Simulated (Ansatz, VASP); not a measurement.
## Sb: VASP beside Ansatz

File POSCAR:

```
Sb
1.0
    3.1600000000      0.0000000000      0.0000000000
    0.0000000000      3.3259000000      0.0000000000
    0.0000000000      0.0000000000      3.1600000000
Sb
1
Direct
    0.0000000000      0.0000000000      0.0000000000
```

The input INCAR.step1:

```
SYSTEM = Sb
ALGO     = Normal         ! electronic algorithm
EDIFF    = 1E-4           ! SCF threshold, eV
ENCUT    = 520            ! plane-wave cutoff, eV
GGA      = PE             ! functional
ISMEAR   = 0              ! smearing method
LASPH    = .True.         ! aspherical terms in the spheres
LCHARG   = .False.        ! write CHGCAR
LREAL    = .False.        ! projectors in reciprocal space
LWAVE    = .True.         ! write WAVECAR
NBANDS   = 8              ! bands
NELM     = 80             ! most SCF steps
PREC     = Accurate       ! precision mode
SIGMA    = 0.15           ! smearing width, eV
```

Contents of INCAR.step2:

```
SYSTEM = Sb
ALGO     = Normal         ! electronic algorithm
EDIFF    = 1E-7           ! SCF threshold, eV
ENCUT    = 520            ! plane-wave cutoff, eV
ISIF     = 2              ! what is computed and relaxed
ISMEAR   = 0              ! smearing method
ISTART   = 1            
LASPH    = .True.         ! aspherical terms in the spheres
LCHARG   = .False.        ! write CHGCAR
LMIXTAU  = .True.       
LREAL    = .False.        ! projectors in reciprocal space
LWAVE    = .False.        ! write WAVECAR
METAGGA  = R2SCAN         ! meta-GGA
NBANDS   = 8              ! bands
NELM     = 80             ! most SCF steps
PREC     = Accurate       ! precision mode
SIGMA    = 0.15           ! smearing width, eV
```

Contents of KPOINTS:

```
k-points
0
Gamma
  16 16 16
  0 0 0
```

Input for Ansatz:

```yaml
crystal:
  lattice:
    - [3.16, 0.0, 0.0]
    - [0.0, 3.3259, 0.0]
    - [0.0, 0.0, 3.16]
  atoms:
    - { symbol: Sb, position: [0.0, 0.0, 0.0] }
basis:
  ecutwfc: 500
kpoints:
  mp_grid: { grid: [16, 16, 16] }
hamiltonian:
  xc: r2scan
scf:
  occupations: { method: gaussian, width: 0.15 }
output:
  forces: true
  stress: true
  eigenvalues: true
```

Change from the starting cell: strain +0.0525 x Voigt [0, 1, 0, 0, 0, 0], atoms carried along.

Alike in both runs: task single point; functional r2SCAN; k mesh 16 × 16 × 16; occupations gaussian, width 0.15 eV; no spin polarisation.

```csv
,VASP,Ansatz
version,VASP 6.6.1,Ansatz 0.2.0
potentials or method,"VASP PAW PBE potentials, release 64 (Sb), cutoff 520 eV","scalar-relativistic, plane waves, PAW"
valence electrons in the cell,5,15
```

Ansatz gave:

| Item | Value |
| --- | --- |
| gap on the k mesh at the Fermi level (eV) | none |
| pressure (GPa) | -5.4 |
| traceless stress, the component that is largest in VASP (GPa) | -2.25 |

Q: Which values does VASP return?

A: gap on the k mesh at the Fermi level (eV): none; pressure (GPa): -5.4; traceless stress, the component that is largest in VASP (GPa): -2.26.

VASP's potentials were made for PBE, not for r2SCAN. A gap of «none» marks a metal or a gap that the smearing closes. With one functional, cell and mesh, what is left measures potentials, basis and numerics. VASP's potentials hold 5 valence electrons a cell and Ansatz's 15, so a difference there can come from the potentials and not from the codes.

Neither program's run includes spin-orbit coupling.
